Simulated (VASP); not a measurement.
A run of VASP 6.6.1:

The input INCAR:

```
ALGO = Normal ; EDIFF = 1E-6
ENCUT = 520 ; GGA = PE
ISIF = 2 ; ISMEAR = -1
LASPH = T ; LCHARG = F
LREAL = F ; LWAVE = F
NBANDS = 65 ; NELM = 80
PREC = Accurate ; SIGMA = 0.05
```

File KPOINTS:

```
k-points
0
Gamma
  5 5 5
```

The input POSCAR:

```
GaGe3
1.0
    6.0246730599      0.0000000000      0.0000000000
   -3.0123365300      5.2175199193      0.0000000000
    0.0000000000      0.0000000000      5.0682970247
Ge Ga
6 2
Direct
    0.1635615050      0.3271230100      0.2500000000
    0.1635615050      0.8364384950      0.2500000000
    0.6728769900      0.8364384950      0.2500000000
    0.8364384950      0.6728769900      0.7500000000
    0.8364384950      0.1635615050      0.7500000000
    0.3271230100      0.1635615050      0.7500000000
    0.3333333333      0.6666666667      0.7500000000
    0.6666666667      0.3333333333      0.2500000000
```

Potentials or basis: VASP PAW PBE potentials, release 64 (Ge_d, Ga_d).

Command:

```bash
$ cat potpaw_PBE.64/Ge_d/POTCAR potpaw_PBE.64/Ga_d/POTCAR > POTCAR
$ mpirun -np 1 vasp_std > vasp.out
```

Hardware: 1 thread of Intel(R) Xeon(R) 6975P-C (Granite Rapids), with other jobs on the host.

Question: Estimate the wall time of this run.

Answer: It took 76 s on 1 thread of Intel(R) Xeon(R) 6975P-C (Granite Rapids), on a shared host, peak memory 0.36 GiB. Counts: scf iterations 12, k points 15.
